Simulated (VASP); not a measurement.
NaF: single point with LDA

The system is NaF.

```
Na F
1.0
     0.00000    2.20714    2.26522
     2.20714    0.00000    2.26522
     2.20714    2.20714    0.00000
Na F
1 1
Direct
  0.00000 0.00000 0.00000
  0.50000 0.50000 0.50000
```

This cell differs from its parent crystal: strain -0.050 along x and y, -0.025 along z.

* Program: VASP 6.6.1
* Task: single point
* Functional: LDA
* Potentials or basis: VASP PAW LDA potentials, release 64 (Na_pv, F)
* Cutoff: 520 eV
* k mesh: 8 × 8 × 8
* Occupations: gaussian, width 0.05 eV
* Spin: no spin polarisation

* Pressure: 2.4 GPa
* Band gap on the k mesh: 6.63 eV, direct

Stress tensor (GPa, compression positive):
```
3.48 0.00 0.00
0.00 3.48 0.00
0.00 0.00 0.15
```

Levels at points of the mesh, in eV from the valence-band top:
```tsv
k point	band 4	band 5	band 6	band 7	band 8	band 9	band 10	band 11
(0.00, 0.00, 0.00)	-18.43	-0.01	0.00	0.00	6.63	19.22	19.43	19.43
(0.50, 0.00, 0.00)	-17.50	-1.95	-0.35	-0.33	11.12	13.12	20.72	21.24
(0.50, 0.50, 0.00)	-18.51	-1.57	-0.45	-0.45	13.38	13.52	14.41	21.12
(0.50, 0.00, 0.50)	-18.52	-1.50	-0.52	-0.48	13.12	13.88	14.48	20.66
```

It took 22 s on 1 thread of AMD EPYC 7R43 64-Core Processor (Zen 3), with other jobs on the host, peak memory 0.1 GiB.

Caveat: the cell differs from its parent crystal (strain -0.050 along x and y, -0.025 along z).
